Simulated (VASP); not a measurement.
Crystal: Sn.

```xyz
2
Lattice="-2.9730 2.9730 1.6069 2.9730 -2.9730 1.6069 2.9730 2.9730 -1.6069" Properties=species:S:1:pos:R:3 pbc="T T T"
Sn    0.0000    0.0000    0.0000
Sn    0.0000    2.9730    0.8034
```

| Item | Value |
| --- | --- |
| Program | VASP 6.6.1 |
| Task | relaxation of cell and atoms |
| Functional | PBE |
| Dispersion | D3(BJ) |
| Potentials or basis | VASP PAW PBE potentials, release 64 (Sn_d) |
| Cutoff | 600 eV |
| k mesh | 16 × 16 × 16 |
| Occupations | gaussian, width 0.1 eV |
| Spin | no spin polarisation |

At the start: pressure -2.1 GPa; volume 28.40 Å³/atom.

**Question.** Where does the relaxation end?

**Answer.** Over 9 steps the energy falls by 8.3 meV/atom and the volume is 27.19 Å³/atom (-4.3 %); space group I4_1/amd (No. 141, to 0.05 Å).

The path:
| step | energy change (eV) | largest force (eV/Å) | pressure (GPa) | volume (Å³) |
| --- | --- | --- | --- | --- |
| 1 | 0.0000 | 0.0000 | -2.12 | 56.81 |
| 2 | -0.0153 | 0.0000 | 0.67 | 53.78 |
| 3 | -0.0165 | 0.0000 | -0.02 | 54.41 |
| 4 | -0.0165 | 0.0000 | 0.06 | 54.36 |
| 5 | -0.0165 | 0.0000 | -0.06 | 54.44 |
| 6 | -0.0165 | 0.0000 | -0.02 | 54.41 |
| 7 | -0.0165 | 0.0000 | -0.02 | 54.40 |
| 8 | -0.0165 | 0.0000 | 0.02 | 54.37 |
| 9 | -0.0165 | 0.0000 | 0.01 | 54.39 |

Final structure:
```yaml
crystal:
  lattice:
    - [-2.93168, 2.93168, 1.58204]
    - [2.93168, -2.93168, 1.58204]
    - [2.93168, 2.93168, -1.58204]
  atoms:
    - { symbol: Sn, position: [0.00000, 0.00000, 0.00000] }
    - { symbol: Sn, position: [0.75000, 0.25000, 0.50000] }
```

Caveat: pairwise dispersion overbinds metals, which lowers pressure and volume.
